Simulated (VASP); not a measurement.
Input of a VASP 6.6.1 run:

File INCAR:

```
ALGO     = Normal         # electronic algorithm
EDIFF    = 1E-6           # SCF threshold, eV
ENCUT    = 520            # plane-wave cutoff, eV
GGA      = PE             # functional
ISIF     = 2              # what is computed and relaxed
ISMEAR   = -1             # smearing method
ISYM     = 0            
LASPH    = True           # aspherical terms in the spheres
LCHARG   = False          # write CHGCAR
LREAL    = Auto         
LWAVE    = False          # write WAVECAR
NBANDS   = 49             # bands
NELM     = 80             # most SCF steps
PREC     = Accurate       # precision mode
SIGMA    = 0.05           # smearing width, eV
```

Contents of KPOINTS:

```
k-points
0
Gamma
  1 1 1
```

POSCAR

```
B2O3
1.0
    5.8498440000      0.0085590000      0.0958080000
    0.0085590000      5.7194010000      0.0236370000
    0.0958080000      0.0236370000      5.5609530000
B O
6 9
Direct
    0.4398933183      0.4879465954      0.4972588524
    0.1393853167      0.7524559663      0.3769765668
    0.7759316071      0.8742628832      0.4890126913
    0.5165905568      0.1374942408      0.7673056292
    0.8411835253      0.5415106486      0.2228186790
    0.5471658875      0.2477425760      0.1506396906
    0.4091052188      0.3199584316      0.3255444867
    0.7650020261      0.3542460208      0.0962601865
    0.4783408138      0.3753539051      0.7148276353
    0.7046910216      0.6377659801      0.4183765064
    0.9924296238      0.9458845684      0.4397617511
    0.0596818436      0.6183975479      0.1818601846
    0.3037167540      0.6864442997      0.5103132541
    0.4847930225      0.0649105059      0.0048417349
    0.6290505452      1.0001458084      0.6112035975
```

Potentials or basis: VASP PAW PBE potentials, release 64 (B, O).

The run is started by

```console
$ cat potpaw_PBE.64/B/POTCAR potpaw_PBE.64/O/POTCAR > POTCAR
$ mpirun -np 1 vasp_gam > vasp.out
```

(1) Estimate the band gap on the k mesh.

(2) What does it give for the largest force?

(3) What does it give for the pressure?

Results:

(1) 5.67 eV.

(2) 3.124 eV/Å.

(3) 4.4 GPa.

Caveat: the k points lie up to 1.13 Å⁻¹ apart.
